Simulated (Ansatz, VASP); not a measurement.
## One calculation of GdAl2N3, two programs

```xyz
6
Lattice="2.5967 1.4992 3.6542 -2.5967 1.4992 3.6542 0.0000 -2.9984 3.6542" Properties=species:S:1:pos:R:3 pbc="T T T"
Gd    0.0000    0.0000    0.0000
Al    0.0000    0.0000    6.9042
Al    0.0000    0.0000    4.0584
N     0.0000   -1.4992    1.8271
N     1.2984    0.7496    1.8271
N    -1.2984    0.7496    1.8271
```

Change from the starting cell: species swapped into the Er2GeRh3 type (R-3m, No. 166).

Alike in both runs: task single point; functional PBE; k mesh 6 × 6 × 6; occupations gaussian, width 0.1 eV; collinear spin.

```csv
,VASP,Ansatz
version,VASP 6.6.1,Ansatz 0.2.0
potentials or method,"VASP PAW PBE potentials, release 64 (Gd, Al, N), cutoff 520 eV","scalar-relativistic, plane waves, PAW"
valence electrons in the cell,39,39
```

```tsv
	VASP	Ansatz	Ansatz less VASP
gap on the k mesh at the Fermi level (eV)	none	none	-
pressure (GPa)	-3.2	-3.4	-0.13
traceless stress, the component that is largest in VASP (GPa)	-13.56	-13.79	-0.225
rms of the force components (eV/Å)	0.258	0.258	-0.0002
net moment per atom (μB)	1.08	1.07	-0.004
size of the moment on the site where the two differ most (μB)	0.10	0.13	+0.024
```

Site moments also hang on the region over which each program counts them. Atom by atom the forces differ by 0.000 eV/Å (rms over components). A gap of «none» marks a metal or a gap that the smearing closes.

Neither program's run includes spin-orbit coupling.
